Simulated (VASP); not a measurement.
# MoH6 in VASP: further runs, part 2 of 2

VASP 6.6.1. Earlier steps stand in the parts before.

## 3. Single point, PBE

This run uses another cell than the first one, of 6.40 Å³/atom, 1.123 times its volume.

File INCAR:

```
SYSTEM = MoH6
ALGO = Normal ; EDIFF = 1E-6
ENCUT = 500 ; GGA = PE
GGA_COMPAT = .FALSE. ; ISIF = 2
ISMEAR = 0 ; LASPH = .TRUE.
LCHARG = .FALSE. ; LREAL = .FALSE.
LWAVE = .FALSE. ; NBANDS = 19
NELM = 120 ; PREC = Accurate
SIGMA = 0.15
```

File KPOINTS:

```
k-points
0
G
  3 4 4
  0 0 0
```

File POSCAR:

```
MoH6
1.0
    4.8303220734      0.0000000000      0.0000000000
    0.0000000000      2.1540495879      2.1533418587
    0.0000000000     -2.1540495879      2.1533418587
H Mo
6 1
Direct
    0.7824962092      0.1368473336      0.6359024677
    0.2175037908      0.6359024677      0.1368473336
    0.7824962092      0.6359024677      0.1368473336
    0.2175037908      0.1368473336      0.6359024677
    0.3846703795      0.1348268190      0.1348268190
    0.6153296205      0.1348268190      0.1348268190
    0.0000000000      0.1357667694      0.1357667694
```

Potentials or basis: VASP PAW PBE potentials, release 64 (H, Mo_sv).

On the command line:

```console
$ cat potpaw_PBE.64/H/POTCAR potpaw_PBE.64/Mo_sv/POTCAR > POTCAR
$ mpirun -np 1 vasp_std > vasp.out
```

OUTCAR:

```text
SYSTEM = MoH6
   EDIFF = 1E-6
   ENCUT = 500
   GGA = PE
   ISIF = 2
   ISMEAR = 0
   LASPH = .TRUE.
   LREAL = .FALSE.
   NELM = 120
   PREC = Accurate

 ion  position               nearest neighbor table
   1  0.782  0.137  0.636-   7 1.85   7 1.85
   2  0.218  0.636  0.137-   7 1.85   7 1.85
   3  0.782  0.636  0.137-   7 1.85   7 1.85
   4  0.218  0.137  0.636-   7 1.85   7 1.85
   5  0.385  0.135  0.135-   7 1.86
   6  0.615  0.135  0.135-   7 1.86
   7  0.000  0.136  0.136-   1 1.85   2 1.85   3 1.85   4 1.85   2 1.85   3 1.85   1 1.85   4 1.85
                             5 1.86   6 1.86

  LATTYP: Found a base centered orthorhombic cell.
 ALAT       =     4.3066837174
 B/A-ratio  =     1.0003286655
 C/A-ratio  =     1.1215873722

  Lattice vectors:

 A1 = (   0.0000000000,   2.1540495879,   2.1533418587)
 A2 = (   0.0000000000,  -2.1540495879,   2.1533418587)
 A3 = (   4.8303220734,   0.0000000000,   0.0000000000)

Analysis of symmetry for initial positions (statically):
=====================================================================
 Subroutine PRICEL returns:
 Original cell was already a primitive cell.

 Routine SETGRP: Setting up the symmetry group for a
 base centered orthorhombic supercell.

 Subroutine GETGRP returns: Found  4 space group operations
 (whereof  4 operations were pure point group operations)
 out of a pool of  8 trial point group operations.

The static configuration has the point symmetry C_2v.

Analysis of symmetry for dynamics (positions and initial velocities):
=====================================================================
 Subroutine PRICEL returns:
 Original cell was already a primitive cell.

 Routine SETGRP: Setting up the symmetry group for a
 base centered orthorhombic supercell.

 Subroutine GETGRP returns: Found  4 space group operations
 (whereof  4 operations were pure point group operations)
 out of a pool of  8 trial point group operations.

The dynamic configuration has the point symmetry C_2v.

 Subroutine INISYM returns: Found  4 space group operations
 (whereof  4 operations are pure point group operations),
 and found     1 'primitive' translations

----------------------------------------------------------------------------------------

                                     Primitive cell

  volume of cell :      44.8100

  direct lattice vectors                    reciprocal lattice vectors
     4.830322073  0.000000000  0.000000000     0.207025533  0.000000000  0.000000000
     0.000000000  2.154049588  2.153341859     0.000000000  0.232120933  0.232197223
     0.000000000 -2.154049588  2.153341859     0.000000000 -0.232120933  0.232197223

  length of vectors
     4.830322073  3.045785742  3.045785742     0.207025533  0.328322521  0.328322521

  position of ions in fractional coordinates (direct lattice)
     0.782496209  0.136847334  0.635902468
     0.217503791  0.635902468  0.136847334
     0.782496209  0.635902468  0.136847334
     0.217503791  0.136847334  0.635902468
     0.384670380  0.134826819  0.134826819
     0.615329620  0.134826819  0.134826819
[... 45 lines left out ...]
  0.333333  0.500000 -0.000000      4.000000
  0.000000  0.250000  0.250000      2.000000
  0.333333  0.250000  0.250000      4.000000
  0.000000  0.500000  0.250000      4.000000
  0.333333  0.500000  0.250000      8.000000
  0.000000 -0.250000  0.250000      2.000000
  0.333333 -0.250000  0.250000      4.000000
  0.000000  0.500000  0.500000      1.000000
  0.333333  0.500000  0.500000      2.000000
   k-points           NKPTS =     14   k-points in BZ     NKDIM =     14   number of bands    NBANDS=     19
   number of dos      NEDOS =    301   number of ions     NIONS =      7
   total plane-waves  NPLWV =  20736
   dimension x,y,z NGX =    36 NGY =   24 NGZ =   24
   dimension x,y,z NGXF=    72 NGYF=   48 NGZF=   48
   ions per type =               6   1
   NGX,Y,Z   is equivalent  to a cutoff of  12.39, 13.10, 13.10 a.u.
   NGXF,Y,Z  is equivalent  to a cutoff of  24.78, 26.20, 26.20 a.u.
 SYSTEM =  MoH6
   PREC   = accura    normal or accurate (medium, high low for compatibility)
   ISTART =      0    job   : 0-new  1-cont  2-samecut
   ICHARG =      2    charge: 1-file 2-atom 10-const
   ISPIN  =      1    spin polarized calculation?
   LNONCOLLINEAR =      F non collinear calculations
   LSORBIT =      F    spin-orbit coupling
   LASPH  =      T    aspherical Exc in radial PAW
   ENCUT  =  500.0 eV  36.75 Ry    6.06 a.u.   8.81  5.55  5.55*2*pi/ulx,y,z
   NELM   =    120;   NELMIN=  2; NELMDL= -5     # of ELM steps
   EDIFF  = 0.1E-05   stopping-criterion for ELM
   LREAL  =      F    real-space projection
   EDIFFG = 0.1E-04   stopping-criterion for IOM
   NSW    =      0    number of steps for IOM
   IBRION =     -1    ionic relax: 0-MD 1-quasi-New 2-CG
   NFREE  =      0    steps in history (QN), initial steepest desc. (CG)
   ISIF   =      2    stress and relaxation
   ISYM   =      2    0-nonsym 1-usesym 2-fastsym
   POTIM  = 0.5000    time-step for ionic-motion
   TEBEG  =    0.0;   TEEND  =   0.0 temperature during run
   PSTRESS=    0.0 pullay stress
   NELECT =      20.0000    total number of electrons
   NUPDOWN=      -1.0000    fix difference up-down
   EMIN   =  10.00;   EMAX   =-10.00  energy-range for DOS
   EFERMI =   0.00;   METHOD = LEGACY
   ISMEAR =     0;   SIGMA  =   0.15  broadening in eV -4-tet -1-fermi 0-gaus
   EFERMI_NEDOS =   21; number of points for ismear=-14 and -15
   IALGO  =     38    algorithm
   IMIX   =      4    mixing-type and parameters
     AMIX     =   0.40;   BMIX     =  1.00
     AMIX_MAG =   1.60;   BMIX_MAG =  1.00
  volume/ion in A,a.u.               =       6.40        43.20
  Fermi-wavevector in a.u.,A,eV,Ry     =   1.251104  2.364243 21.296655  1.565260
  Thomas-Fermi vector in A             =   2.385067
   LORBIT       =      0    0 simple, 1 ext, 2 COOP (PROOUT), +10 PAW based schemes
   GGA     = PE    functional components
   LHFCALC =     F    Hartree Fock is set to
   AEXX    =    0.0000 exact exchange contribution
   IVDW    =     0    specifies the selected vdW correction
   LEPSILON=     F    determine dielectric tensor
   LRPA    =     F    only Hartree local field effects (RPA)
 non-spin polarized calculation
 Gauss-broadening in eV      SIGMA  =   0.15
  energy-cutoff  :      500.00
  volume of cell :       44.81
 maximum number of plane-waves:      1153
 NGX is ok and might be reduce to    36
   NGX = 17   NGY = 11   NGZ = 11

 number of electron      19.9999999 magnetization

 Free energy of the ion-electron system (eV)
  ---------------------------------------------------
  ext. energy  EPLUGINS =         0.00000000
  ---------------------------------------------------
  free energy    TOTEN  =       -29.45626376 eV

  energy without entropy =      -29.42858630  energy(sigma->0) =      -29.44242503

 E-fermi :   3.8509     XC(G=0): -10.0923

 val. band max:        3.8129204148   @ k =   0.3333   0.0000   0.0000
 cond. band min:       3.8840920441   @ k =   0.0000   0.0000   0.0000
 fundamental gap:      0.0711716294
 Fermi energy:         3.8509286331

 k-point     1 :       0.0000    0.0000    0.0000
  band No.  band energies     occupation
      1     -57.3118      2.00000
      2     -31.5628      2.00000
      3     -31.2000      2.00000
      4     -31.1999      2.00000
      5      -6.7892      2.00000
      6      -1.9640      2.00000
[... 285 lines left out ...]
      6      -1.7753      2.00000
[... 11 lines left out ...]
     18      15.5613      0.00000
     19      15.5651      0.00000

------------------------ aborting loop because EDIFF is reached ----------------------------------------

  FORCE on cell =-STRESS in cart. coord.  units (eV):
  Direction    XX          YY          ZZ          XY          YZ          ZX
  --------------------------------------------------------------------------------------
  -------------------------------------------------------------------------------------
  Total       -0.0350660     -0.0632380     -0.0536712      0.0000000      0.0000000      0.0000000
  in kB       -1.2537829     -2.2610703     -1.9190104      0.0000000      0.0000000      0.0000000
  external PRESSURE =      -1.8112878 kB  Pullay stress =       0.0000000 kB

 VOLUME and BASIS-vectors are now :
 -----------------------------------------------------------------------------
  energy-cutoff  :      500.00
  volume of cell :       44.81
      direct lattice vectors                 reciprocal lattice vectors
     4.830322073  0.000000000  0.000000000     0.207025533  0.000000000  0.000000000
     0.000000000  2.154049588  2.153341859     0.000000000  0.232120933  0.232197223
     0.000000000 -2.154049588  2.153341859     0.000000000 -0.232120933  0.232197223

 POSITION                                       TOTAL-FORCE (eV/Angst)
 -----------------------------------------------------------------------------------
      3.77971     -1.07499      1.66399        -0.007539     -0.000868     -0.000944
      1.05061      1.07499      1.66399         0.007539      0.000868     -0.000944
      3.77971      1.07499      1.66399        -0.007539      0.000868     -0.000944
      1.05061     -1.07499      1.66399         0.007539     -0.000868     -0.000944
      1.85808      0.00000      0.58066         0.005524     -0.000000      0.000371
      2.97224      0.00000      0.58066        -0.005524     -0.000000      0.000371
      0.00000      0.00000      0.58470        -0.000000     -0.000000      0.003033
 -----------------------------------------------------------------------------------
    total drift:                               -0.000000      0.000000      0.000071

  FREE ENERGIE OF THE ION-ELECTRON SYSTEM (eV)
  ---------------------------------------------------
  free  energy   TOTEN  =       -29.4562637639 eV

  energy  without entropy=      -29.4285863046  energy(sigma->0) =      -29.44242503
```

Wall time 22 s (1 thread of AMD EPYC 7R43 (Zen 3), shared host); peak memory 0.11 GiB.

Results:

```yaml
Free_energy: -29.4563 eV
Pressure: -0.2 GPa
Largest_force: 0.008 eV/Å
Band_gap_on_the_k_mesh: zero (band 10 reaches 4.03 eV, above the bottom of band 11 at 2.19 eV)
```

Forces on the atoms (eV/Å):
```
H   -0.008 -0.001 -0.001
H    0.008  0.001 -0.001
H   -0.008  0.001 -0.001
H    0.008 -0.001 -0.001
H    0.006  0.000  0.000
H   -0.006  0.000  0.000
Mo   0.000  0.000  0.003
```

Stress tensor (GPa, compression positive):
```
-0.13  0.00  0.00
 0.00 -0.23  0.00
 0.00  0.00 -0.19
```

Levels at points of the mesh, in eV from the Fermi level:
```
           k point  band 6  band 7  band 8  band 9  band 10  band 11  band 12  band 13  band 14  band 15
(0.00, 0.00, 0.00)   -5.81   -5.42   -5.31    0.03     0.03     1.72     1.72     2.76     6.89     7.38
(0.00, 0.50, 0.00)   -5.92   -4.93   -4.74   -2.76     0.07     0.33     2.73     4.52     5.96     6.22
(0.00, 0.50, 0.50)   -5.33   -5.33   -3.38   -3.38    -3.08     2.30     2.50     3.12     8.03     8.18
```

Caveat: the k points lie up to 0.52 Å⁻¹ apart.
